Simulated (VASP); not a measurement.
# HC8 in VASP: further runs

HC8 is run at these levels: PBE+D3(BJ); tasks: single point.

All numbers are computed with VASP 6.6.1; they aren't measurements. Logs are shortened: lines on timing, memory, paths and dates and some standing lists are left out, and cuts for length are marked.

### Step 1. The cell of the first run

The cell holds a slab with vacuum, 9 atoms: a = 4.931 Å, b = 4.931 Å, c = 17.000 Å, α = 90.00°, β = 90.00°, γ = 120.00°.

### Step 2. Single point, PBE+D3(BJ), collinear spin

File INCAR:

```
ALGO = Normal
DIPOL = 0.5 0.5 0.239
EDIFF = 1E-7
ENCUT = 520
GGA = PE
IDIPOL = 3
ISIF = 2
ISMEAR = 0
ISPIN = 2
IVDW = 12
LASPH = True
LCHARG = False
LDIPOL = True
LORBIT = 11
LREAL = False
LWAVE = False
MAGMOM = 0 0 0 0 0 0 0 0 1
NBANDS = 30
NELM = 150
PREC = Accurate
SIGMA = 0.1
```

File KPOINTS:

```
k-points
0
Gamma
  6 6 1
```

File POSCAR:

```
HC8
1.0
    4.9313048824     -0.0000000001      0.0000000000
   -2.4656524412      4.2706353020      0.0000000000
    0.0000000000      0.0000000000     17.0000331944
C H
8 1
Direct
    0.3333333333      0.1666666667      0.2352956108
    0.3333333333      0.6666666667      0.2352956108
    0.8333333333      0.1666666667      0.2352956108
    0.8333333333      0.6666666667      0.2352956108
    0.1666666667      0.3333333333      0.2352936582
    0.1666666667      0.8333333333      0.2352936582
    0.6666666667      0.3333333333      0.2352936582
    0.6666666667      0.8333333333      0.2352936582
    0.5000000000      0.1666666667      0.2694131913
```

Potentials or basis: VASP PAW PBE potentials, release 64 (C, H).

Command:

```bash
$ cat potpaw_PBE.64/C/POTCAR potpaw_PBE.64/H/POTCAR > POTCAR
$ mpirun -np 1 vasp_std > vasp.out
```

OUTCAR:

```text
EDIFF = 1E-7
   ENCUT = 520
   GGA = PE
   ISIF = 2
   ISMEAR = 0
   ISPIN = 2
   IVDW = 12
   LASPH = True
   LORBIT = 11
   LREAL = False
   NELM = 150
   PREC = Accurate
 IVDW          = 12

 ion  position               nearest neighbor table
   1  0.333  0.167  0.235-   9 1.01   5 1.42   7 1.42   6 1.42
   2  0.333  0.667  0.235-   6 1.42   8 1.42   5 1.42
   3  0.833  0.167  0.235-   7 1.42   5 1.42   8 1.42
   4  0.833  0.667  0.235-   8 1.42   6 1.42   7 1.42
   5  0.167  0.333  0.235-   1 1.42   3 1.42   2 1.42
   6  0.167  0.833  0.235-   2 1.42   4 1.42   1 1.42
   7  0.667  0.333  0.235-   9 1.01   3 1.42   1 1.42   4 1.42
   8  0.667  0.833  0.235-   4 1.42   2 1.42   3 1.42
   9  0.500  0.167  0.269-   1 1.01   7 1.01

  LATTYP: Found a hexagonal cell.
 ALAT       =     4.9313048824
 C/A-ratio  =     3.4473701383

  Lattice vectors:

 A1 = (   4.9313048824,  -0.0000000001,   0.0000000000)
 A2 = (  -2.4656524412,   4.2706353020,   0.0000000000)
 A3 = (   0.0000000000,   0.0000000000,  17.0000331944)

Analysis of symmetry for initial positions (statically):
=====================================================================
 Subroutine PRICEL returns:
 Original cell was already a primitive cell.

 Routine SETGRP: Setting up the symmetry group for a
 hexagonal supercell.

 Subroutine GETGRP returns: Found  2 space group operations
 (whereof  1 operations were pure point group operations)
 out of a pool of 24 trial point group operations.

The static configuration has the point symmetry C_1 .
 The point group associated with its full space group is C_1h.

Analysis of symmetry for dynamics (positions and initial velocities):
=====================================================================
 Subroutine PRICEL returns:
 Original cell was already a primitive cell.

 Routine SETGRP: Setting up the symmetry group for a
 hexagonal supercell.

 Subroutine GETGRP returns: Found  2 space group operations
 (whereof  1 operations were pure point group operations)
 out of a pool of 24 trial point group operations.

The dynamic configuration has the point symmetry C_1 .
 The point group associated with its full space group is C_1h.

Analysis of structural, dynamic, and magnetic symmetry:
=====================================================================
 Subroutine PRICEL returns:
 Original cell was already a primitive cell.

 Routine SETGRP: Setting up the symmetry group for a
 hexagonal supercell.

 Subroutine GETGRP returns: Found  2 space group operations
 (whereof  1 operations were pure point group operations)
 out of a pool of 24 trial point group operations.

The overall configuration has the point symmetry C_1 .
 The point group associated with its full space group is C_1h.

 Subroutine INISYM returns: Found  2 space group operations
 (whereof  1 operations are pure point group operations),
 and found     1 'primitive' translations

----------------------------------------------------------------------------------------

                                     Primitive cell

  volume of cell :     358.0174

  direct lattice vectors                    reciprocal lattice vectors
     4.931304882 -0.000000000  0.000000000     0.202786083  0.117078599  0.000000000
    -2.465652441  4.270635302  0.000000000     0.000000000  0.234157199  0.000000000
     0.000000000  0.000000000 17.000033194     0.000000000  0.000000000  0.058823415

  length of vectors
     4.931304882  4.931304882 17.000033194     0.234157199  0.234157199  0.058823415

  position of ions in fractional coordinates (direct lattice)
     0.333333333  0.166666667  0.235295611
     0.333333333  0.666666667  0.235295611
     0.833333333  0.166666667  0.235295611
     0.833333333  0.666666667  0.235295611
     0.166666667  0.333333333  0.235293658
[... 65 lines left out ...]
   NGXF,Y,Z  is equivalent  to a cutoff of  26.97, 26.97, 24.64 a.u.
 SYSTEM =  unknown system
   PREC   = accura    normal or accurate (medium, high low for compatibility)
   ISTART =      0    job   : 0-new  1-cont  2-samecut
   ICHARG =      2    charge: 1-file 2-atom 10-const
   ISPIN  =      2    spin polarized calculation?
   LNONCOLLINEAR =      F non collinear calculations
   LSORBIT =      F    spin-orbit coupling
   LASPH  =      T    aspherical Exc in radial PAW
   ENCUT  =  520.0 eV  38.22 Ry    6.18 a.u.   9.17  9.17 31.61*2*pi/ulx,y,z
   NELM   =    150;   NELMIN=  2; NELMDL= -5     # of ELM steps
   EDIFF  = 0.1E-06   stopping-criterion for ELM
   LREAL  =      F    real-space projection
   EDIFFG = 0.1E-05   stopping-criterion for IOM
   NSW    =      0    number of steps for IOM
   IBRION =     -1    ionic relax: 0-MD 1-quasi-New 2-CG
   NFREE  =      0    steps in history (QN), initial steepest desc. (CG)
   ISIF   =      2    stress and relaxation
   ISYM   =      2    0-nonsym 1-usesym 2-fastsym
   POTIM  = 0.5000    time-step for ionic-motion
[... 19 lines left out ...]
   IVDW    =    12    specifies the selected vdW correction
   LEPSILON=     F    determine dielectric tensor
   LRPA    =     F    only Hartree local field effects (RPA)
 spin polarized calculation
 Gauss-broadening in eV      SIGMA  =   0.10
  energy-cutoff  :      520.00
  volume of cell :      358.02
 maximum number of plane-waves:      9678
 NGX is ok and might be reduce to    40
   NGX = 19   NGY = 19   NGZ = 63

 number of electron      32.9999997 magnetization       0.0001618

 number of electron      32.9999997 magnetization      -0.0000066

 dipolmoment           0.000000      0.000000     -0.064904 electrons x Angstroem

 Free energy of the ion-electron system (eV)
  ---------------------------------------------------
  ext. energy  EPLUGINS =         0.00000000
  ---------------------------------------------------
  free energy    TOTEN  =       -72.01876773 eV

  energy without entropy =      -72.00466572  energy(sigma->0) =      -72.01171673

 E-fermi :  -1.3154     XC(G=0):  -2.5629

 val. band max:       -1.3751512941   @ k =   0.3333   0.1667   0.0000
 cond. band min:      -1.2781947125   @ k =   0.0000   0.1667   0.0000
 fundamental gap:      0.0969565816
 Fermi energy:        -1.3154023663

 spin component 1

 k-point     1 :       0.0000    0.0000    0.0000
  band No.  band energies     occupation
      1     -23.7343      1.00000
      2     -19.4619      1.00000
      3     -17.0045      1.00000
      4     -16.6067      1.00000
      5     -16.2157      1.00000
      6     -15.8270      1.00000
[... 392 lines left out ...]
     27       4.7566      0.00000
     28       4.8156      0.00000
 Fermi energy:        -1.3154023663

 spin component 2

 k-point     1 :       0.0000    0.0000    0.0000
  band No.  band energies     occupation
      1     -23.7343      1.00000
      2     -19.4619      1.00000
      3     -17.0045      1.00000
      4     -16.6067      1.00000
      5     -16.2157      1.00000
      6     -15.8270      1.00000
[... 392 lines left out ...]
     27       4.7611      0.00000
     28       4.8222      0.00000
 [bands above 28 left out]

------------------------ aborting loop because EDIFF is reached ----------------------------------------

 vacuum level on the upper side and lower side of the slab       (xc-potential included)        -0.272         0.270

 Edisp (eV)   -0.73344

 E8    (eV) :    -0.2248

  FORCE on cell =-STRESS in cart. coord.  units (eV):
  Direction    XX          YY          ZZ          XY          YZ          ZX
  --------------------------------------------------------------------------------------
  -------------------------------------------------------------------------------------
  Total       9.96929     7.45795     6.03345     2.17489    -1.93654     1.11806
  in kB      44.61396    33.37536    27.00051     9.73292    -8.66626     5.00347
  external pressure =       35.00 kB  Pullay stress =        0.00 kB

 VOLUME and BASIS-vectors are now :
 -----------------------------------------------------------------------------
  energy-cutoff  :      520.00
  volume of cell :      358.02
      direct lattice vectors                 reciprocal lattice vectors
     4.931304882 -0.000000000  0.000000000     0.202786083  0.117078599  0.000000000
    -2.465652441  4.270635302  0.000000000     0.000000000  0.234157199  0.000000000
     0.000000000  0.000000000 17.000033194     0.000000000  0.000000000  0.058823415

 POSITION                                       TOTAL-FORCE (eV/Angst)
 -----------------------------------------------------------------------------------
      1.23283      0.71177      4.00003        -6.627146     -1.182406     -5.152765
     -0.00000      2.84709      4.00003         0.243165      0.088511     -0.062166
      3.69848      0.71177      4.00003         1.734689     -0.421708     -0.539324
      2.46565      2.84709      4.00003        -0.014276      1.051399      0.488923
      0.00000      1.42355      4.00000        -0.903400      0.538062      0.488923
     -1.23283      3.55886      4.00000        -0.502135     -1.713138     -0.539324
      2.46565      1.42355      4.00000         4.337566      5.148074     -5.152765
      1.23283      3.55886      4.00000        -0.198236     -0.166332     -0.062166
      2.05471      0.71177      4.58003         1.929772     -3.342463     10.530667
 -----------------------------------------------------------------------------------
    total drift:                                0.000770      0.000596     -0.001096

  FREE ENERGIE OF THE ION-ELECTRON SYSTEM (eV)
  ---------------------------------------------------
  free  energy   TOTEN  =       -72.7522101117 eV

  energy  without entropy=      -72.7381080962  energy(sigma->0) =      -72.74515910

 vacuum level on the upper side and lower side of the slab         1.521         2.082

 total charge

# of ion       s       p       d       tot
------------------------------------------
    1        0.869   1.921   0.000   2.790
    2        0.857   1.796   0.000   2.654
    3        0.856   1.799   0.000   2.655
    4        0.851   1.801   0.000   2.652
    5        0.851   1.801   0.000   2.652
    6        0.856   1.799   0.000   2.655
    7        0.869   1.921   0.000   2.790
    8        0.857   1.796   0.000   2.654
    9        0.793   0.185   0.000   0.978
--------------------------------------------------
tot          7.659  14.821   0.000  22.479

 magnetization (x)

# of ion       s       p       d       tot
------------------------------------------
    1       -0.000  -0.000   0.000  -0.000
    2       -0.000  -0.000   0.000  -0.000
    3        0.000   0.000   0.000   0.000
    4       -0.000  -0.000   0.000  -0.000
    5       -0.000  -0.000   0.000  -0.000
    6        0.000   0.000   0.000   0.000
    7       -0.000  -0.000   0.000  -0.000
    8       -0.000  -0.000   0.000  -0.000
    9       -0.000  -0.000   0.000  -0.000
--------------------------------------------------
tot         -0.000  -0.000   0.000  -0.000
```

It took 7.7 min on 1 thread of Intel Xeon Platinum 8488C (Sapphire Rapids), shared host; peak memory 0.71 GiB.

Results:

```yaml
Free_energy: -72.7522 eV
Largest_force: 11.216 eV/Å
Net_moment: 0.00 μB per cell
Valence_electrons_inside_the_program's_atomic_spheres: C 2.79, 2.65 (each value once); H 0.98
Dispersion_energy_per_atom: -0.081 eV
```

Forces in eV/Å, atoms in the order of the input:
```
C   -6.627 -1.182 -5.153
C    0.243  0.089 -0.062
C    1.735 -0.422 -0.539
C   -0.014  1.051  0.489
C   -0.903  0.538  0.489
C   -0.502 -1.713 -0.539
C    4.338  5.148 -5.153
C   -0.198 -0.166 -0.062
H    1.930 -3.342 10.531
```

Levels at points of the mesh, in eV from the Fermi level:
Spin up:
| k point | band 14 | band 15 | band 16 | band 17 | band 18 | band 19 |
| --- | --- | --- | --- | --- | --- | --- |
| (0.00, 0.00, 0.00) | -4.18 | -3.72 | -3.33 | -0.15 | 0.26 | 0.48 |
| (0.50, 0.00, 0.00) | -6.25 | -4.55 | -3.78 | 1.18 | 1.75 | 3.82 |
| (0.00, 0.50, 0.00) | -6.01 | -4.25 | -4.05 | 0.92 | 1.47 | 3.84 |
Spin down:
```tsv
k point	band 12	band 13	band 14	band 15	band 16	band 17	band 18	band 19	band 20	band 21
(0.00, 0.00, 0.00)	-5.03	-4.34	-4.18	-3.72	-3.33	-0.15	0.26	0.48	1.97	3.02
(0.50, 0.00, 0.00)	-7.01	-6.54	-6.25	-4.55	-3.78	1.18	1.75	3.82	4.09	4.99
(0.00, 0.50, 0.00)	-6.94	-6.89	-6.01	-4.25	-4.05	0.92	1.47	3.84	4.08	4.97
```

### Step 3. Single point, PBE+D3(BJ), collinear spin

File INCAR:

```
ALGO = Normal ; DIPOL = 0.5 0.5 0.254
EDIFF = 1E-6 ; ENCUT = 520
GGA = PE ; IDIPOL = 3
ISIF = 2 ; ISMEAR = 0
ISPIN = 2 ; IVDW = 12
LASPH = True ; LCHARG = False
LDIPOL = True ; LORBIT = 11
LREAL = False ; LWAVE = False
MAGMOM = 0 0 0 0 0 0 0 0 1 ; NBANDS = 30
NELM = 150 ; PREC = Accurate
SIGMA = 0.1
```

KPOINTS is that of step 2.

POSCAR, as its differences from that of step 2:

```diff
@@ -16,2 +16,2 @@
     0.6666666667      0.8333333333      0.2352936582
-    0.5000000000      0.1666666667      0.2694131913
+    0.5833333333      0.1666666667      0.4017658740
```

Potentials or basis: VASP PAW PBE potentials, release 64 (C, H).

Command:

```bash
$ cat potpaw_PBE.64/C/POTCAR potpaw_PBE.64/H/POTCAR > POTCAR
$ mpirun -np 1 vasp_std > vasp.out
```

Run time: 5.2 min. Hardware: 1 thread of Intel Xeon 6975P-C (Granite Rapids), shared host; peak memory 0.69 GiB.

It converged, with:

- Free energy: -75.6533 eV
- Largest force: 0.027 eV/Å
- Net moment: 1.00 μB per cell
- Site moments: C +0.00, -0.00 (each value once); H +0.38 μB
- Valence electrons inside the program's atomic spheres: C 2.65; H 0.38
- Dispersion energy per atom: -0.085 eV

Forces in eV/Å, atoms in the order of the input:
```
C   -0.010 -0.001 -0.014
C    0.000  0.001  0.010
C    0.010 -0.001 -0.014
C    0.000 -0.001  0.000
C    0.000 -0.003  0.004
C   -0.002  0.001  0.005
C    0.000  0.012 -0.021
C    0.002  0.001  0.005
H    0.000 -0.008  0.025
```

Levels at points of the mesh, in eV from the Fermi level:
Spin up:
| k point | band 15 | band 16 | band 17 | band 18 | band 19 | band 20 |
| --- | --- | --- | --- | --- | --- | --- |
| (0.00, 0.00, 0.00) | -2.37 | -2.36 | -2.32 | 1.67 | 1.67 | 1.68 |
| (0.50, 0.00, 0.00) | -3.24 | -2.74 | -2.61 | 2.81 | 2.81 | 4.53 |
| (0.00, 0.50, 0.00) | -3.23 | -2.74 | -2.63 | 2.81 | 2.81 | 4.52 |
Spin down:
```csv
k point,band 13,band 14,band 15,band 16,band 17,band 18,band 19,band 20
"(0.00, 0.00, 0.00)",-3.04,-2.37,-2.36,-2.35,1.62,1.68,1.68,2.27
"(0.50, 0.00, 0.00)",-5.05,-5.05,-2.75,-2.74,2.81,2.82,3.27,5.17
"(0.00, 0.50, 0.00)",-5.05,-5.05,-2.74,-2.74,2.80,2.82,3.28,5.17
```

### Step 4. Single point, PBE+D3(BJ), collinear spin

File INCAR:

```
SYSTEM = HC8
ALGO = Normal
DIPOL = 0.5 0.5 0.239
EDIFF = 1E-6
ENCUT = 520
GGA = PE
IDIPOL = 3
ISIF = 2
ISMEAR = 0
ISPIN = 2
IVDW = 12
LASPH = .True.
LCHARG = .False.
LDIPOL = .True.
LORBIT = 11
LREAL = .False.
LWAVE = .False.
MAGMOM = 0 0 0 0 0 0 0 0 1
NBANDS = 30
NELM = 150
PREC = Accurate
SIGMA = 0.1
```

File KPOINTS:

```
k-points
0
Gamma
  6 6 1
  0 0 0
```

POSCAR, as its differences from that of step 3:

```diff
@@ -16,2 +16,2 @@
     0.6666666667      0.8333333333      0.2352936582
-    0.5833333333      0.1666666667      0.4017658740
+    0.5833333333      0.1666666667      0.2694131913
```

Command:

```bash
$ cat potpaw_PBE.64/C/POTCAR potpaw_PBE.64/H/POTCAR > POTCAR
$ mpirun -np 1 vasp_std > vasp.out
```

Run time: 5.8 min. Hardware: 1 thread of Intel Xeon 6975P-C (Granite Rapids), shared host; peak memory 0.71 GiB.

Results (log left out):

- Free energy: -72.6515 eV
- Largest force: 12.760 eV/Å
- Net moment: 0.00 μB per cell
- Valence electrons inside the program's atomic spheres: C 2.66, 2.65, 2.89 (each value once); H 0.93
- Dispersion energy per atom: -0.079 eV

Forces in eV/Å, atoms in the order of the input:
```
C   -3.147 -0.724 -1.927
C    0.000  0.624 -0.080
C    3.147 -0.724 -1.927
C    0.000  1.910  0.706
C    0.000 -0.199  0.408
C   -0.264 -0.938 -0.120
C    0.000  7.825 -7.714
C    0.264 -0.938 -0.120
H    0.000 -6.836 10.774
```

Levels at points of the mesh, in eV from the Fermi level:
Spin up:
| k point | band 12 | band 13 | band 14 | band 15 | band 16 | band 17 | band 18 | band 19 | band 20 | band 21 |
| --- | --- | --- | --- | --- | --- | --- | --- | --- | --- | --- |
| (0.00, 0.00, 0.00) | -4.84 | -4.32 | -4.06 | -3.61 | -3.24 | -0.23 | 0.47 | 0.52 | 2.07 | 3.12 |
| (0.50, 0.00, 0.00) | -6.89 | -6.61 | -6.07 | -4.31 | -3.78 | 1.15 | 1.73 | 3.92 | 4.18 | 5.00 |
| (0.00, 0.50, 0.00) | -6.84 | -6.78 | -5.89 | -4.19 | -3.97 | 0.80 | 1.62 | 3.92 | 4.18 | 4.57 |
Spin down:
```tsv
k point	band 13	band 14	band 15	band 16	band 17	band 18	band 19	band 20
(0.00, 0.00, 0.00)	-4.32	-4.06	-3.61	-3.24	-0.23	0.47	0.52	2.07
(0.50, 0.00, 0.00)	-6.61	-6.07	-4.31	-3.78	1.15	1.73	3.92	4.18
(0.00, 0.50, 0.00)	-6.78	-5.89	-4.19	-3.97	0.80	1.62	3.93	4.18
```

### Step 5. Single point, PBE+D3(BJ), collinear spin

INCAR, as its differences from that of step 4:

```diff
@@ -2,3 +2,3 @@
 ALGO = Normal
-DIPOL = 0.5 0.5 0.239
+DIPOL = 0.5 0.5 0.254
 EDIFF = 1E-6
```

KPOINTS is that of step 4.

POSCAR, as its differences from that of step 4:

```diff
@@ -16,2 +16,2 @@
     0.6666666667      0.8333333333      0.2352936582
-    0.5833333333      0.1666666667      0.2694131913
+    0.5000000000      0.1666666667      0.4017658740
```

Command:

```bash
$ cat potpaw_PBE.64/C/POTCAR potpaw_PBE.64/H/POTCAR > POTCAR
$ mpirun -np 1 vasp_std > vasp.out
```

Wall time 4.8 min (1 thread of Intel Xeon 6975P-C (Granite Rapids), shared host); peak memory 0.69 GiB.

The run converged. Its results:

```
Free energy                                           : -75.6525 eV
Largest force                                         : 0.028 eV/Å
Net moment                                            : 1.00 μB per cell
Site moments                                          : C +0.00; H +0.38 μB
Valence electrons inside the program's atomic spheres : C 2.65; H 0.38
Dispersion energy per atom                            : -0.085 eV
```

Forces in eV/Å, atoms in the order of the input:
```
C   -0.014 -0.002 -0.021
C   -0.002  0.000  0.010
C    0.003  0.000 -0.003
C    0.002 -0.001  0.001
C    0.001 -0.002  0.001
C   -0.002 -0.003 -0.003
C    0.008  0.011 -0.021
C    0.001  0.002  0.010
H    0.004 -0.006  0.027
```

Levels at points of the mesh, in eV from the Fermi level:
Spin up:
```
           k point  band 14  band 15  band 16  band 17  band 18  band 19  band 20  band 21
(0.00, 0.00, 0.00)    -3.04    -2.37    -2.36    -2.31     1.67     1.67     1.68     3.58
(0.50, 0.00, 0.00)    -5.05    -3.26    -2.74    -2.60     2.81     2.82     4.53     5.58
(0.00, 0.50, 0.00)    -5.05    -3.23    -2.74    -2.62     2.81     2.81     4.53     5.58
```
Spin down:
| k point | band 13 | band 14 | band 15 | band 16 | band 17 | band 18 | band 19 | band 20 |
| --- | --- | --- | --- | --- | --- | --- | --- | --- |
| (0.00, 0.00, 0.00) | -3.04 | -2.37 | -2.36 | -2.35 | 1.62 | 1.68 | 1.68 | 2.25 |
| (0.50, 0.00, 0.00) | -5.05 | -5.05 | -2.75 | -2.74 | 2.82 | 2.82 | 3.24 | 5.17 |
| (0.00, 0.50, 0.00) | -5.05 | -5.05 | -2.74 | -2.74 | 2.80 | 2.82 | 3.26 | 5.17 |

### Step 6. The runs side by side

| cell | gap on the mesh (eV) | moment (μB) | largest force (eV/Å) |
| --- | --- | --- | --- |
| as given, atomic positions A | none | 0.00 | 11.22 |
| as given, atomic positions B | - | 1.00 | 0.03 |
| as given, atomic positions C | none | 0.00 | 12.76 |
| as given, atomic positions D | - | 1.00 | 0.03 |

Alike in all rows: task single point; level PBE+D3(BJ); potentials or basis VASP PAW PBE potentials, release 64 (C, H); spin collinear; k mesh 6 × 6 × 1; cutoff (eV) 520; smearing gaussian 0.1 eV.

Absolute energies hang on the potentials; compare differences alone.
